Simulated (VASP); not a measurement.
Write the native input for VASP 6.6.1 that does the following.

| Quantity | Value |
| --- | --- |
| Task | single point |
| Functional | PBE |
| Potentials or basis | VASP PAW PBE potentials, release 64 (C) |
| Cutoff | 520 eV |
| k mesh | 12 × 12 × 12 |
| Occupations | gaussian, width 0.05 eV |
| Spin | no spin polarisation |
| Dipole correction | no |
| Further INCAR settings | ALGO = Normal; EDIFF = 1e-06; NBANDS = 11 |

The structure of C lies in POSCAR:

```
C
1.0
    0.0000000000      1.8738259798      1.6609593485
    1.8738259798      0.0000000000      1.6609593485
    1.8738259798      1.8738259798      0.0000000000
C
2
Direct
    0.5000000000      0.5000000000      0.5000000000
    0.7500000000      0.7500000000      0.7500000000
```

This cell differs from its parent crystal: volume 5.832 Å^3 an atom, c/a of the conventional cell 0.8864.

The input as run:

INCAR

```
SYSTEM = C
PREC = Accurate
ENCUT = 520
EDIFF = 1E-6
ISMEAR = 0
SIGMA = 0.05
LREAL = .False.
LASPH = .True.
NELM = 100
ALGO = Normal
ISIF = 2
LWAVE = .False.
LCHARG = .False.
GGA = PE
NBANDS = 11
```

KPOINTS

```
Automatic mesh
0
Gamma
  12 12 12
  0 0 0
```

Potentials or basis: VASP PAW PBE potentials, release 64 (C).

Launch:

```bash
$ cat potpaw_PBE.64/C/POTCAR > POTCAR
$ mpirun -np 1 vasp_std > vasp.out
```

Results of the run:

The pressure is -9.0 GPa and the band gap on the k mesh is 1.25 eV, indirect (least direct gap 3.63 eV).

Run time: 7.5 s on 1 thread of Intel(R) Xeon(R) 6975P-C (Granite Rapids) (shared host), peak memory 0.12 GiB.
